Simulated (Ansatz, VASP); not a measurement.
Two plane-wave programs on ZnMo3

```xyz
4
Lattice="3.8627 0.0000 0.0000 0.0000 3.8627 0.0000 0.0000 0.0000 3.8627" Properties=species:S:1:pos:R:3 pbc="T T T"
Mo    1.9313    1.9313    0.0000
Mo    1.9313    0.0000    1.9313
Mo    0.0000    1.9313    1.9313
Zn    0.0000    0.0000    0.0000
```

Alike in both runs: task single point; functional PBE; k mesh 7 × 7 × 7; occupations fermi-dirac, width 0.05 eV; no spin polarisation.

```csv
,VASP,Ansatz
version,VASP 6.6.1,Ansatz 0.2.0
potentials or method,"VASP PAW PBE potentials, release 64 (Mo_sv, Zn)",Ansatz PAW
plane-wave cutoff (eV),520,420
valence electrons in the cell,54,54
```

```tsv
	VASP	Ansatz	Ansatz less VASP
gap on the k mesh at the Fermi level (eV)	none	none	-
pressure (GPa)	14.2	13.5	-0.72
```

A gap of «none» marks a metal or a gap that the smearing closes.
